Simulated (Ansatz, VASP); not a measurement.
**One calculation of FeCu, two programs**

The input INCAR:

```
ALGO = Normal
EDIFF = 1E-6
ENCUT = 520
GGA = PE
ISIF = 2
ISMEAR = -1
LASPH = T
LCHARG = F
LREAL = F
LWAVE = F
NBANDS = 16
NELM = 80
PREC = Accurate
SIGMA = 0.03
```

File KPOINTS:

```
k-points
0
Gamma
  12 12 7
```

File POSCAR:

```
FeCu
1.0
    1.4382720000     -1.9879340000      0.0000000000
    1.4382720000      1.9879340000      0.0000000000
    0.0000000000      0.0000000000      4.1381350000
Fe Cu
1 1
Direct
    0.0000000000      0.0000000000      0.0000000000
    0.5000000000      0.5000000000      0.5000000000
```

Input for Ansatz:

```yaml
crystal:
  lattice:
    - [1.438272, -1.987934, 0.0]
    - [1.438272, 1.987934, 0.0]
    - [0.0, 0.0, 4.138135]
  atoms:
    - { symbol: Fe, position: [0.0, 0.0, 0.0] }
    - { symbol: Cu, position: [0.5, 0.5, 0.5] }
kpoints:
  mp_grid: { grid: [12, 12, 7] }
scf:
  occupations: { method: fermi_dirac, width: 0.03 }
  lower_state_search: "off"
hamiltonian:
  xc: pbe
  pseudopotentials: { kind: paw }
output:
  forces: true
  stress: true
  eigenvalues: true
  populations: true
  dos: { projected: true, de: 0.1, e_range: [-8, 5] }
```

Alike in both runs: task single point; functional PBE; k mesh 12 × 12 × 7; occupations fermi-dirac, width 0.03 eV; no spin polarisation.

```csv
,VASP,Ansatz
version,VASP 6.6.1,Ansatz 0.2.0
potentials or method,"VASP PAW PBE potentials, release 64 (Fe, Cu)","PAW with Ansatz's default frozen-core files, scalar-relativistic"
plane-wave cutoff (eV),520,420
valence electrons in the cell,19,35
```

Ansatz gave:

| Property | Result |
| --- | --- |
| pressure (GPa) | -9.4 |
| traceless stress, the component that is largest in VASP (GPa) | 5.65 |

**Question.** Which values does VASP return?

**Answer.** Pressure (GPa): -9.2; traceless stress, the component that is largest in VASP (GPa): 5.74.

VASP's potentials hold 19 valence electrons a cell and Ansatz's 35, so a difference there can come from the potentials and not from the codes.
